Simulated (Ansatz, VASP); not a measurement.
**Rh: VASP beside Ansatz**

```xyz
2
Lattice="2.7036 0.0000 0.0000 -1.3518 2.3414 0.0000 0.0000 0.0000 4.5226" Properties=species:S:1:pos:R:3 pbc="T T T"
Rh    1.3518    0.7805    3.3919
Rh    0.0000    1.5609    1.1306
```

Change from the starting cell: strain +0.000 along x and y, +0.040 along z, atoms carried along.

Alike in both runs: task single point; functional r2SCAN; k mesh 24 × 24 × 14; occupations gaussian, width 0.15 eV; no spin polarisation.

```csv
,VASP,Ansatz
version,VASP 6.6.1,Ansatz 0.2.0
potentials or method,"VASP PAW PBE potentials, release 64 (Rh_pv), cutoff 520 eV","scalar-relativistic, plane waves, PAW"
valence electrons in the cell,30,34
```

```csv
,VASP,Ansatz,Ansatz less VASP
gap on the k mesh at the Fermi level (eV),none,none,-
pressure (GPa),-8.6,-9.6,-1.01
"traceless stress, the component that is largest in VASP (GPa)",-5.57,-5.48,+0.096
```

VASP's potentials were made for PBE, not for r2SCAN. A gap of «none» marks a metal or a gap that the smearing closes. VASP's potentials hold 30 valence electrons a cell and Ansatz's 34, so a difference there can come from the potentials and not from the codes.
